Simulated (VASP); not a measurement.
# BaS in VASP: further runs

BaS is run at these levels: LDA; tasks: single point.

Everything below comes from runs of VASP 6.6.1. Logs are shortened: lines on timing, memory, paths and dates and some standing lists are left out, and cuts for length are marked.

## 1. The cell of the first run

It takes space group I4/mmm (No. 139, tetragonal). The conventional cell has a = 4.426 Å, b = 4.426 Å, c = 6.388 Å, α = 90.00°, β = 90.00°, γ = 90.00°. Within 4.1 Å of Ba (site symmetry 4/mmm) lie 6 S at 3.13 to 3.19 Å. S (site symmetry 4/mmm) has 6 Ba at 3.13 to 3.19 Å within 4.1 Å.

## 2. Single point, LDA (equal xx and yy strain of -2 %)

The input, INCAR:

```
  PREC = Accurate
  ENCUT = 520
  EDIFF = 1E-6
  ISMEAR = -1
  SIGMA = 0.01
  LREAL = F
  LASPH = T
  NELM = 100
  ALGO = Normal
  ISIF = 2
  LWAVE = F
  LCHARG = T
  LELF = T
  LVHAR = T
  NBANDS = 15
```

The input, KPOINTS:

```
Automatic mesh
0
Gamma
  7 7 7
```

The input, POSCAR:

```
BaS
1.0
    0.0000000000      3.1298750000      3.1937500000
    3.1298750000      0.0000000000      3.1937500000
    3.1298750000      3.1298750000      0.0000000000
Ba S
1 1
Direct
    0.0000000000      0.0000000000      0.0000000000
    0.5000000000      0.5000000000      0.5000000000
```

Potentials or basis: VASP PAW LDA potentials, release 64 (Ba_sv, S).

Command:

```sh
cat potpaw_LDA.64/Ba_sv/POTCAR potpaw_LDA.64/S/POTCAR > POTCAR
mpirun -np 1 vasp_std > vasp.out
```

OUTCAR:

```text
PREC = Accurate
   ENCUT = 520
   EDIFF = 1E-6
   ISMEAR = -1
   LREAL = F
   LASPH = T
   NELM = 100
   ISIF = 2

 ion  position               nearest neighbor table
   1  0.000  0.000  0.000-   2 3.13   2 3.13   2 3.13   2 3.13   2 3.19   2 3.19
   2  0.500  0.500  0.500-   1 3.13   1 3.13   1 3.13   1 3.13   1 3.19   1 3.19

  LATTYP: Found a body centered tetragonal cell.
 ALAT       =     4.4263116735
 C/A-ratio  =     1.4430750636

  Lattice vectors:

 A1 = (  -3.1298750000,   0.0000000000,   3.1937500000)
 A2 = (   3.1298750000,   0.0000000000,   3.1937500000)
 A3 = (   0.0000000000,   3.1298750000,  -3.1937500000)

Analysis of symmetry for initial positions (statically):
=====================================================================
 Subroutine PRICEL returns:
 Original cell was already a primitive cell.

 Routine SETGRP: Setting up the symmetry group for a
 body centered tetragonal supercell.

 Subroutine GETGRP returns: Found 16 space group operations
 (whereof 16 operations were pure point group operations)
 out of a pool of 16 trial point group operations.

The static configuration has the point symmetry D_4h.

Analysis of symmetry for dynamics (positions and initial velocities):
=====================================================================
 Subroutine PRICEL returns:
 Original cell was already a primitive cell.

 Routine SETGRP: Setting up the symmetry group for a
 body centered tetragonal supercell.

 Subroutine GETGRP returns: Found 16 space group operations
 (whereof 16 operations were pure point group operations)
 out of a pool of 16 trial point group operations.

The dynamic configuration has the point symmetry D_4h.

 Subroutine INISYM returns: Found 16 space group operations
 (whereof 16 operations are pure point group operations),
 and found     1 'primitive' translations

----------------------------------------------------------------------------------------

                                     Primitive cell

  volume of cell :      62.5727

  direct lattice vectors                    reciprocal lattice vectors
     0.000000000  3.129875000  3.193750000    -0.159750789  0.159750789  0.156555773
     3.129875000  0.000000000  3.193750000     0.159750789 -0.159750789  0.156555773
     3.129875000  3.129875000  0.000000000     0.159750789  0.159750789 -0.156555773

  length of vectors
     4.471706227  4.471706227  4.426311674     0.274864219  0.274864219  0.274864219

  position of ions in fractional coordinates (direct lattice)
     0.000000000  0.000000000  0.000000000
     0.500000000  0.500000000  0.500000000
[... 89 lines left out ...]
   NUPDOWN=      -1.0000    fix difference up-down
   EMIN   =  10.00;   EMAX   =-10.00  energy-range for DOS
   EFERMI =   0.00;   METHOD = LEGACY
   ISMEAR =    -1;   SIGMA  =   0.01  broadening in eV -4-tet -1-fermi 0-gaus
   EFERMI_NEDOS =   21; number of points for ismear=-14 and -15
   IALGO  =     38    algorithm
   IMIX   =      4    mixing-type and parameters
     AMIX     =   0.40;   BMIX     =  1.00
     AMIX_MAG =   1.60;   BMIX_MAG =  1.00
  volume/ion in A,a.u.               =      31.29       211.13
  Fermi-wavevector in a.u.,A,eV,Ry     =   1.039090  1.963595 14.690321  1.079708
  Thomas-Fermi vector in A             =   2.173604
   LORBIT       =      0    0 simple, 1 ext, 2 COOP (PROOUT), +10 PAW based schemes
   GGA     = CA    functional components
   LHFCALC =     F    Hartree Fock is set to
   AEXX    =    0.0000 exact exchange contribution
   IVDW    =     0    specifies the selected vdW correction
   LEPSILON=     F    determine dielectric tensor
   LRPA    =     F    only Hartree local field effects (RPA)
 non-spin polarized calculation
  energy-cutoff  :      520.00
  volume of cell :       62.57
 maximum number of plane-waves:      1696
 NGX is ok and might be reduce to    36
   NGX = 17   NGY = 17   NGZ = 17

 number of electron      15.9999998 magnetization

 Free energy of the ion-electron system (eV)
  ---------------------------------------------------
  ext. energy  EPLUGINS =         0.00000000
  ---------------------------------------------------
  free energy    TOTEN  =       -11.16965414 eV

  energy without entropy =      -11.16965414  energy(sigma->0) =      -11.16965414

 E-fermi :   1.7981     XC(G=0):  -9.1560

 val. band max:        1.4863632800   @ k =   0.0000   0.0000   0.0000
 cond. band min:       3.3461177871   @ k =   0.4286   0.0000   0.4286
 fundamental gap:      1.8597545071
 Fermi energy:         1.7980866224

 k-point     1 :       0.0000    0.0000    0.0000
  band No.  band energies     occupation
      1     -24.4200      2.00000
      2      -9.4903      2.00000
      3      -9.4903      2.00000
      4      -9.4837      2.00000
      5      -8.9196      2.00000
      6       1.4104      2.00000
      7       1.4864      2.00000
      8       1.4864      2.00000
      9       4.9481      0.00000
     10       5.0631      0.00000
     11       5.2114      0.00000
     12       5.2114      0.00000
     13       6.1532      0.00000
     14       6.2538      0.00000
[... 401 lines left out ...]
      2     -10.5247      2.00000
      3      -9.7574      2.00000
      4      -9.6405      2.00000
      5      -7.8866      2.00000
      6      -0.0486      2.00000
      7       0.5058      2.00000
      8       0.8502      2.00000
      9       5.4464      0.00000
     10       6.6727      0.00000
     11       7.9687      0.00000
     12       8.0704      0.00000
     13       9.3307      0.00000
     14      10.4432      0.00000
     15      10.8860      0.00000

 [... further k-points ...]

------------------------ aborting loop because EDIFF is reached ----------------------------------------

  FORCE on cell =-STRESS in cart. coord.  units (eV):
  Direction    XX          YY          ZZ          XY          YZ          ZX
  --------------------------------------------------------------------------------------
  -------------------------------------------------------------------------------------
  Total        0.2805065      0.2805065     -0.4785715      0.0000000     -0.0000000      0.0000000
  in kB        7.1823850      7.1823850    -12.2538497      0.0000000     -0.0000000      0.0000000
  external PRESSURE =       0.7036401 kB  Pullay stress =       0.0000000 kB

 VOLUME and BASIS-vectors are now :
 -----------------------------------------------------------------------------
  energy-cutoff  :      520.00
  volume of cell :       62.57
      direct lattice vectors                 reciprocal lattice vectors
     0.000000000  3.129875000  3.193750000    -0.159750789  0.159750789  0.156555773
     3.129875000  0.000000000  3.193750000     0.159750789 -0.159750789  0.156555773
     3.129875000  3.129875000  0.000000000     0.159750789  0.159750789 -0.156555773

 POSITION                                       TOTAL-FORCE (eV/Angst)
 -----------------------------------------------------------------------------------
      0.00000      0.00000      0.00000        -0.000000      0.000000      0.000000
      3.12988      3.12988      3.19375         0.000000     -0.000000      0.000000
 -----------------------------------------------------------------------------------
    total drift:                                0.000000      0.000000      0.000000

  FREE ENERGIE OF THE ION-ELECTRON SYSTEM (eV)
  ---------------------------------------------------
  free  energy   TOTEN  =       -11.1696541385 eV

  energy  without entropy=      -11.1696541385  energy(sigma->0) =      -11.16965414
```

Run time: 53 s. Hardware: 1 thread of AMD EPYC 7R13, shared host; peak memory 0.16 GiB.

What came out:

```
Free energy            : -11.1697 eV
Pressure               : 0.1 GPa
Band gap on the k mesh : 1.86 eV, indirect (least direct gap 1.98 eV)
```

Stress tensor (GPa, compression positive):
```
 0.72  0.00  0.00
 0.00  0.72  0.00
 0.00  0.00 -1.23
```

Caveat: the cell differs from its parent crystal (equal xx and yy strain of -2 %); spin-orbit coupling is left out, which moves the levels of the heavy elements. A k mesh can miss the band edges.

(Continued in part 2 of 2.)
